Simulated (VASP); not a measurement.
# CdSe (F-43m) in VASP: single point with PBE

Aim: the single point of CdSe with PBE.

Program: VASP 6.6.1. These are calculated values, not measurements. Logs are shortened: lines on timing, memory, paths and dates and some standing lists are left out, and cuts for length are marked.

### 1 The cell of the first run

The structure is cubic, space group F-43m (No. 216). Conventional cell: a = 6.141 Å, b = 6.141 Å, c = 6.141 Å, α = 90.00°, β = 90.00°, γ = 90.00°. Within 3.5 Å of Cd (site symmetry -43m) lie 4 Se at 2.66 Å. Se (site symmetry -43m) has 4 Cd at 2.66 Å within 3.5 Å.

### 2 Single point, PBE

Input file INCAR:

```
PREC     = Accurate       # precision mode
ENCUT    = 500            # plane-wave cutoff, eV
EDIFF    = 1E-6           # SCF threshold, eV
ISMEAR   = 0              # smearing method
SIGMA    = 0.01           # smearing width, eV
LREAL    = F              # projectors in reciprocal space
LASPH    = T              # aspherical terms in the spheres
NELM     = 120            # most SCF steps
ALGO     = Normal         # electronic algorithm
ISIF     = 2              # what is computed and relaxed
LWAVE    = F              # write WAVECAR
LCHARG   = F              # write CHGCAR
GGA      = PE             # functional
NBANDS   = 16             # bands
GGA_COMPAT= F
```

Input file KPOINTS:

```
regular mesh
0
Gamma
  6 6 6
```

Input file POSCAR:

```
CdSe
1.0
    4.3420190000      0.0000000000      0.0000000000
    2.1710095000      3.7602987577      0.0000000000
    2.1710095000      1.2534329192      3.5452436678
Cd Se
1 1
Direct
    0.0000000000      0.0000000000      0.0000000000
    0.7500000000      0.7500000000      0.7500000000
```

Potentials or basis: VASP PAW PBE potentials, release 64 (Cd, Se).

On the command line:

```
> cat potpaw_PBE.64/Cd/POTCAR potpaw_PBE.64/Se/POTCAR > POTCAR
> mpirun -np 1 vasp_std > vasp.out
```

OUTCAR:

```text
PREC = Accurate
   ENCUT = 500
   EDIFF = 1E-6
   ISMEAR = 0
   LREAL = F
   LASPH = T
   NELM = 120
   ISIF = 2
   GGA = PE

 ion  position               nearest neighbor table
   1  0.000  0.000  0.000-   2 2.66   2 2.66   2 2.66   2 2.66
   2  0.750  0.750  0.750-   1 2.66   1 2.66   1 2.66   1 2.66

  LATTYP: Found a face centered cubic cell.
 ALAT       =     6.1405421579

  Lattice vectors:

 A1 = (   4.3420190000,   0.0000000000,   0.0000000000)
 A2 = (   2.1710095000,   3.7602987577,   0.0000000000)
 A3 = (   2.1710095000,   1.2534329192,   3.5452436678)

Analysis of symmetry for initial positions (statically):
=====================================================================
 Subroutine PRICEL returns:
 Original cell was already a primitive cell.

 Routine SETGRP: Setting up the symmetry group for a
 face centered cubic supercell.

 Subroutine GETGRP returns: Found 24 space group operations
 (whereof 24 operations were pure point group operations)
 out of a pool of 48 trial point group operations.

The static configuration has the point symmetry T_d .

Analysis of symmetry for dynamics (positions and initial velocities):
=====================================================================
 Subroutine PRICEL returns:
 Original cell was already a primitive cell.

 Routine SETGRP: Setting up the symmetry group for a
 face centered cubic supercell.

 Subroutine GETGRP returns: Found 24 space group operations
 (whereof 24 operations were pure point group operations)
 out of a pool of 48 trial point group operations.

The dynamic configuration has the point symmetry T_d .

 Subroutine INISYM returns: Found 24 space group operations
 (whereof 24 operations are pure point group operations),
 and found     1 'primitive' translations

----------------------------------------------------------------------------------------

                                     Primitive cell

  volume of cell :      57.8842

  direct lattice vectors                    reciprocal lattice vectors
     4.342019000  0.000000000  0.000000000     0.230307606 -0.132968158 -0.094022686
     2.171009500  3.760298758  0.000000000     0.000000000  0.265936316 -0.094022686
     2.171009500  1.253432919  3.545243668     0.000000000  0.000000000  0.282068059

  length of vectors
     4.342019000  4.342019000  4.342019000     0.282068059  0.282068059  0.282068059

  position of ions in fractional coordinates (direct lattice)
     0.000000000  0.000000000  0.000000000
     0.750000000  0.750000000  0.750000000

  ion indices of the primitive-cell ions
   primitive index   ion index
                 1           1
                 2           2

----------------------------------------------------------------------------------------

 KPOINTS: regular mesh

Automatic generation of k-mesh.
 Grid dimensions read from file:
 generate k-points for:    6    6    6

 Generating k-lattice:

  Cartesian coordinates                     Fractional coordinates (reciprocal lattice)
     0.038384601 -0.022161360 -0.015670448     0.166666667  0.000000000  0.000000000
     0.000000000  0.044322719 -0.015670448     0.000000000  0.166666667  0.000000000
     0.000000000  0.000000000  0.047011343     0.000000000  0.000000000  0.166666667

  Length of vectors
     0.047011343  0.047011343  0.047011343

  Shift w.r.t. Gamma in fractional coordinates (k-lattice)
     0.000000000  0.000000000  0.000000000

 Subroutine IBZKPT returns following result:
 ===========================================

 Found     16 irreducible k-points:

 Following reciprocal coordinates:
            Coordinates               Weight
  0.000000  0.000000  0.000000      1.000000
  0.166667 -0.000000 -0.000000      8.000000
  0.333333 -0.000000  0.000000      8.000000
  0.500000  0.000000  0.000000      4.000000
  0.166667  0.166667  0.000000      6.000000
  0.333333  0.166667 -0.000000     24.000000
[... 8 lines left out ...]
 -0.333333  0.333333  0.166667     24.000000
 -0.333333  0.500000  0.166667     12.000000
   k-points           NKPTS =     16   k-points in BZ     NKDIM =     16   number of bands    NBANDS=     16
   number of dos      NEDOS =    301   number of ions     NIONS =      2
   total plane-waves  NPLWV =  32768
   dimension x,y,z NGX =    32 NGY =   32 NGZ =   32
   dimension x,y,z NGXF=    64 NGYF=   64 NGZF=   64
   ions per type =               1   1
   NGX,Y,Z   is equivalent  to a cutoff of  12.25, 12.25, 12.25 a.u.
   NGXF,Y,Z  is equivalent  to a cutoff of  24.50, 24.50, 24.50 a.u.
 SYSTEM =  unknown system
   PREC   = accura    normal or accurate (medium, high low for compatibility)
   ISTART =      0    job   : 0-new  1-cont  2-samecut
   ICHARG =      2    charge: 1-file 2-atom 10-const
   ISPIN  =      1    spin polarized calculation?
   LNONCOLLINEAR =      F non collinear calculations
   LSORBIT =      F    spin-orbit coupling
   LASPH  =      T    aspherical Exc in radial PAW
   ENCUT  =  500.0 eV  36.75 Ry    6.06 a.u.   7.92  7.92  7.92*2*pi/ulx,y,z
   NELM   =    120;   NELMIN=  2; NELMDL= -5     # of ELM steps
   EDIFF  = 0.1E-05   stopping-criterion for ELM
   LREAL  =      F    real-space projection
   EDIFFG = 0.1E-04   stopping-criterion for IOM
   NSW    =      0    number of steps for IOM
   IBRION =     -1    ionic relax: 0-MD 1-quasi-New 2-CG
   NFREE  =      0    steps in history (QN), initial steepest desc. (CG)
   ISIF   =      2    stress and relaxation
   ISYM   =      2    0-nonsym 1-usesym 2-fastsym
   POTIM  = 0.5000    time-step for ionic-motion
   TEBEG  =    0.0;   TEEND  =   0.0 temperature during run
   PSTRESS=    0.0 pullay stress
   NELECT =      18.0000    total number of electrons
   NUPDOWN=      -1.0000    fix difference up-down
   EMIN   =  10.00;   EMAX   =-10.00  energy-range for DOS
   EFERMI =   0.00;   METHOD = LEGACY
   ISMEAR =     0;   SIGMA  =   0.01  broadening in eV -4-tet -1-fermi 0-gaus
   EFERMI_NEDOS =   21; number of points for ismear=-14 and -15
   IALGO  =     38    algorithm
   IMIX   =      4    mixing-type and parameters
     AMIX     =   0.40;   BMIX     =  1.00
     AMIX_MAG =   1.60;   BMIX_MAG =  1.00
  volume/ion in A,a.u.               =      28.94       195.31
  Fermi-wavevector in a.u.,A,eV,Ry     =   1.109121  2.095935 16.737200  1.230149
  Thomas-Fermi vector in A             =   2.245657
   LORBIT       =      0    0 simple, 1 ext, 2 COOP (PROOUT), +10 PAW based schemes
   GGA     = PE    functional components
   LHFCALC =     F    Hartree Fock is set to
   AEXX    =    0.0000 exact exchange contribution
   IVDW    =     0    specifies the selected vdW correction
   LEPSILON=     F    determine dielectric tensor
   LRPA    =     F    only Hartree local field effects (RPA)
 non-spin polarized calculation
 Gauss-broadening in eV      SIGMA  =   0.01
  energy-cutoff  :      500.00
  volume of cell :       57.88
 maximum number of plane-waves:      1484
   NGX = 15   NGY = 15   NGZ = 15

 number of electron      18.0000008 magnetization

 Free energy of the ion-electron system (eV)
  ---------------------------------------------------
  ext. energy  EPLUGINS =         0.00000000
  ---------------------------------------------------
  free energy    TOTEN  =        -5.48651870 eV

  energy without entropy =       -5.48651870  energy(sigma->0) =       -5.48651870

 E-fermi :   0.7707     XC(G=0):  -8.7551

 val. band max:        0.7221510755   @ k =   0.0000   0.0000   0.0000
 cond. band min:       1.2697508825   @ k =   0.0000   0.0000   0.0000
 fundamental gap:      0.5475998070
 Fermi energy:         0.7707469159

 k-point     1 :       0.0000    0.0000    0.0000
  band No.  band energies     occupation
      1     -11.7143      2.00000
      2      -7.1235      2.00000
      3      -7.1235      2.00000
      4      -7.1235      2.00000
      5      -6.7794      2.00000
      6      -6.7794      2.00000
[... 8 lines left out ...]
     15      11.7547      0.00000
     16      11.7547      0.00000

 k-point     2 :       0.1667   -0.0000   -0.0000
  band No.  band energies     occupation
      1     -11.6285      2.00000
      2      -7.0969      2.00000
      3      -7.0969      2.00000
      4      -7.0387      2.00000
      5      -6.7801      2.00000
      6      -6.7801      2.00000
[... 8 lines left out ...]
     15      10.8140      0.00000
     16      11.1771      0.00000

 k-point     3 :       0.3333   -0.0000    0.0000
  band No.  band energies     occupation
      1     -11.4542      2.00000
      2      -7.0526      2.00000
      3      -7.0526      2.00000
      4      -6.7701      2.00000
      5      -6.7701      2.00000
      6      -6.7566      2.00000
[... 8 lines left out ...]
     15      11.2277      0.00000
     16      11.2277      0.00000

 k-point     4 :       0.5000    0.0000    0.0000
  band No.  band energies     occupation
      1     -11.3664      2.00000
      2      -7.0366      2.00000
      3      -7.0366      2.00000
      4      -6.7576      2.00000
      5      -6.7576      2.00000
      6      -6.5052      2.00000
[... 8 lines left out ...]
     15      12.7716      0.00000
     16      12.7716      0.00000
[... 172 lines left out ...]
 k-point    14 :       0.5000    0.3333    0.1667
  band No.  band energies     occupation
      1     -11.3416      2.00000
      2      -6.9885      2.00000
      3      -6.9803      2.00000
      4      -6.8399      2.00000
      5      -6.7548      2.00000
      6      -6.5529      2.00000
[... 8 lines left out ...]
     15      12.7357      0.00000
     16      13.6889      0.00000

 k-point    15 :      -0.3333    0.3333    0.1667
  band No.  band energies     occupation
      1     -11.2850      2.00000
      2      -6.9817      2.00000
      3      -6.9566      2.00000
      4      -6.8078      2.00000
      5      -6.7687      2.00000
      6      -6.3809      2.00000
[... 8 lines left out ...]
     15      12.5239      0.00000
     16      13.6063      0.00000

 k-point    16 :      -0.3333    0.5000    0.1667
  band No.  band energies     occupation
      1     -11.2574      2.00000
      2      -6.9486      2.00000
      3      -6.9333      2.00000
      4      -6.8367      2.00000
      5      -6.7536      2.00000
      6      -6.3572      2.00000
[... 8 lines left out ...]
     15      13.4473      0.00000
     16      13.5582      0.00000

------------------------ aborting loop because EDIFF is reached ----------------------------------------

  FORCE on cell =-STRESS in cart. coord.  units (eV):
  Direction    XX          YY          ZZ          XY          YZ          ZX
  --------------------------------------------------------------------------------------
  -------------------------------------------------------------------------------------
  Total        0.5701349      0.5701349      0.5701349     -0.0000000     -0.0000000     -0.0000000
  in kB       15.7807654     15.7807654     15.7807654     -0.0000000     -0.0000000     -0.0000000
  external PRESSURE =      15.7807654 kB  Pullay stress =       0.0000000 kB

 VOLUME and BASIS-vectors are now :
 -----------------------------------------------------------------------------
  energy-cutoff  :      500.00
  volume of cell :       57.88
      direct lattice vectors                 reciprocal lattice vectors
     4.342019000  0.000000000  0.000000000     0.230307606 -0.132968158 -0.094022686
     2.171009500  3.760298758  0.000000000     0.000000000  0.265936316 -0.094022686
     2.171009500  1.253432919  3.545243668     0.000000000  0.000000000  0.282068059

 POSITION                                       TOTAL-FORCE (eV/Angst)
 -----------------------------------------------------------------------------------
      0.00000      0.00000      0.00000         0.000000      0.000000      0.000000
      6.51303      3.76030      2.65893        -0.000000     -0.000000     -0.000000
 -----------------------------------------------------------------------------------
    total drift:                               -0.000000     -0.000000     -0.000000

  FREE ENERGIE OF THE ION-ELECTRON SYSTEM (eV)
  ---------------------------------------------------
  free  energy   TOTEN  =        -5.4865186981 eV

  energy  without entropy=       -5.4865186981  energy(sigma->0) =       -5.48651870
```

Run time: 5.2 s. Hardware: 1 thread of Intel Xeon 6975P-C (Granite Rapids), shared host; peak memory 0.18 GiB.

What came out:

```
Free energy            : -5.4865 eV
Pressure               : 1.6 GPa
Band gap on the k mesh : 0.55 eV, direct
```

PBE gaps usually lie below the measured ones, often by a third to a half.
